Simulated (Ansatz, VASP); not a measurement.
One calculation of ScSiS4, two programs

```xyz
6
Lattice="3.3652 0.0000 0.0000 0.0000 3.3652 0.0000 0.0000 0.0000 10.7986" Properties=species:S:1:pos:R:3 pbc="T T T"
Sc    1.6826    1.6826    5.3993
Si    0.0000    0.0000    0.0000
S     0.0000    0.0000    6.7708
S     1.6826    1.6826    1.0651
S     1.6826    1.6826    9.7335
S     0.0000    0.0000    4.0278
```

Change from the starting cell: species swapped into the DyErC4 type (P4/mmm, No. 123).

Alike in both runs: functional PBE; k mesh 4 × 4 × 4; occupations gaussian, width 0.1 eV; no spin polarisation.

Ansatz relaxed the structure, and its values are those at the end. VASP's run is a single point on that final structure, the one shown.

```csv
,VASP,Ansatz
version,VASP 6.6.1,Ansatz 0.2.0
potentials or method,"VASP PAW PBE potentials, release 64 (Sc_sv, Si, S), cutoff 520 eV","scalar-relativistic, plane waves, PAW"
valence electrons in the cell,39,39
```

Ansatz gave:

| Property | Result |
| --- | --- |
| gap on the k mesh at the Fermi level (eV) | none |
| pressure (GPa) | 0.0 |
| rms of the force components (eV/Å) | 0.004 |

**Question.** Which values does VASP return?

**Answer.** gap on the k mesh at the Fermi level (eV): none; pressure (GPa): -0.1; rms of the force components (eV/Å): 0.035.

A gap of «none» marks a metal or a gap that the smearing closes.

The k mesh is coarse, so the values compare programs but aren't converged.
